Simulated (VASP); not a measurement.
## TaN: single point with PBE

TaN:

```
Ta N
1.0
     5.08993    0.00000    0.00000
    -2.54497    4.40801    0.00000
     0.00000    0.00000    2.85158
Ta N
3 3
Cartesian
  0.0000 2.9387 1.4258
  2.5450 1.4693 1.4258
  0.0000 0.0000 0.0000
  1.9996 0.0000 0.0000
  1.5452 2.6763 0.0000
  -0.9998 1.7317 0.0000
```

| Quantity | Value |
| --- | --- |
| Program | VASP 6.6.1 |
| Task | single point |
| Functional | PBE |
| Potentials or basis | VASP PAW PBE potentials, release 64 (Ta_pv, N) |
| Cutoff | 520 eV |
| k mesh | 6 × 6 × 9 |
| Occupations | fermi-dirac, width 0.01 eV |
| Spin | no spin polarisation |
| Dipole correction | no |
| Further INCAR settings | ALGO = Normal; EDIFF = 1e-07; NBANDS = 33 |

| Item | Value |
| --- | --- |
| Pressure | 29.5 GPa |
| Largest force | 0.346 eV/Å |
| Band gap on the k mesh | zero (bands 24 and 25 overlap by 3.26 eV) |

Forces in eV/Å, atoms in the order of the input:
```
Ta   0.000  0.000  0.000
Ta   0.000  0.000  0.000
Ta   0.000  0.000  0.000
N    0.346  0.000  0.000
N   -0.173 -0.300  0.000
N   -0.173  0.300  0.000
```

Stress tensor (GPa, compression positive):
```
29.13  0.00  0.00
 0.00 29.13  0.00
 0.00  0.00 30.24
```

Levels at points of the mesh, in eV from the Fermi level:
```
           k point  band 21  band 22  band 23  band 24  band 25  band 26  band 27  band 28
(0.00, 0.00, 0.00)    -4.51    -3.44    -2.00    -1.00    -1.00     0.62     0.62     2.00
(0.50, 0.00, 0.00)    -4.12    -4.10    -2.99    -2.83     1.35     1.98     2.08     2.60
```

Wall time 120 s on 1 thread of Intel Xeon 8259CL (shared host), peak memory 0.22 GiB.

Caveat: the cell stands under pressure; spin-orbit coupling is left out, which moves the levels of the heavy elements.
